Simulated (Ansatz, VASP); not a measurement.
LiCl: VASP beside Ansatz

File INCAR:

```
PREC = Accurate
ENCUT = 520
EDIFF = 1E-7
ISMEAR = 0
SIGMA = 0.05
LREAL = F
LASPH = T
NELM = 60
ALGO = Normal
ISIF = 2
LWAVE = F
LCHARG = F
GGA = PS
NBANDS = 12
```

The input KPOINTS:

```
regular mesh
0
Gamma
  8 8 8
```

The input POSCAR:

```
LiCl
1.0
    0.0000000000      2.6929980000      2.4365220000
    2.6929980000      0.0000000000      2.4365220000
    2.6929980000      2.6929980000      0.0000000000
Li Cl
1 1
Direct
    0.0000000000      0.0000000000      0.0000000000
    0.5000000000      0.5000000000      0.5000000000
```

Input for Ansatz:

```yaml
crystal:
  lattice:
    - [0.0, 2.692998, 2.436522]
    - [2.692998, 0.0, 2.436522]
    - [2.692998, 2.692998, 0.0]
  atoms:
    - { symbol: Li, position: [0.0, 0.0, 0.0] }
    - { symbol: Cl, position: [0.5, 0.5, 0.5] }
basis:
  ecutwfc: 420
kpoints:
  mp_grid: { grid: [8, 8, 8] }
hamiltonian:
  xc: pbesol
scf:
  occupations: { method: gaussian, width: 0.05 }
output:
  forces: true
  stress: true
  eigenvalues: true
```

Change from the starting cell: strain +0.050 along x and y, -0.050 along z, atoms carried along.

Alike in both runs: task single point; functional PBEsol; k mesh 8 × 8 × 8; occupations gaussian, width 0.05 eV; no spin polarisation.

```csv
,VASP,Ansatz
version,VASP 6.6.1,Ansatz 0.2.0
potentials or method,"VASP PAW PBE potentials, release 64 (Li_sv, Cl), cutoff 520 eV","scalar-relativistic, plane waves, PAW"
valence electrons in the cell,10,10
```

Ansatz gave:

- gap on the k mesh at the Fermi level (eV): 5.79
- least direct gap on the mesh (eV): 5.79

Problem. Which values does VASP return?

Solution. gap on the k mesh at the Fermi level (eV): 5.80; least direct gap on the mesh (eV): 5.80.

VASP's potentials were made for PBE, not for PBEsol.

Noted on VASP's run: the cutoff is short for stress, so the pressure is rough.
